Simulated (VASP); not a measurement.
A run of VASP 6.6.1:

File INCAR:

```
SYSTEM = Zr3Cd2
  PREC = Accurate
  ENCUT = 520
  EDIFF = 1E-7
  ISMEAR = 0
  SIGMA = 0.1
  LREAL = .FALSE.
  LASPH = .TRUE.
  NELM = 100
  ALGO = Fast
  ISIF = 2
  LWAVE = .FALSE.
  LCHARG = .FALSE.
  GGA = PS
  NBANDS = 38
```

KPOINTS

```
regular mesh
0
G
  8 8 8
  0 0 0
```

POSCAR

```
Zr3Cd2
1.0
    5.5017376428      0.0000000000      0.0000000000
    0.0000000000      5.5017376428      0.0000000000
    0.0000000000      0.0000000000      5.0907406317
Zr Cd
3 2
Direct
    0.0000000000      0.5000000000      0.0000000000
    0.5000000000      0.0000000000      0.0000000000
    0.0000000000      0.0000000000      0.0000000000
    0.5000000000      0.5000000000      0.5000000000
    0.5000000000      0.5000000000      0.0000000000
```

Potentials or basis: VASP PAW PBE potentials, release 64 (Zr_sv, Cd).

Command:

```bash
$ cat potpaw_PBE.64/Zr_sv/POTCAR potpaw_PBE.64/Cd/POTCAR > POTCAR
$ mpirun -np 1 vasp_std > vasp.out
```

Hardware: 1 thread of Intel(R) Xeon(R) 6975P-C (Granite Rapids), on a shared host.

How long does it take, and how much memory?

Wall time 7.4 min on 1 thread of Intel(R) Xeon(R) 6975P-C (Granite Rapids) (shared host), peak memory 0.5 GiB. Counts: scf iterations 31, k points 75.
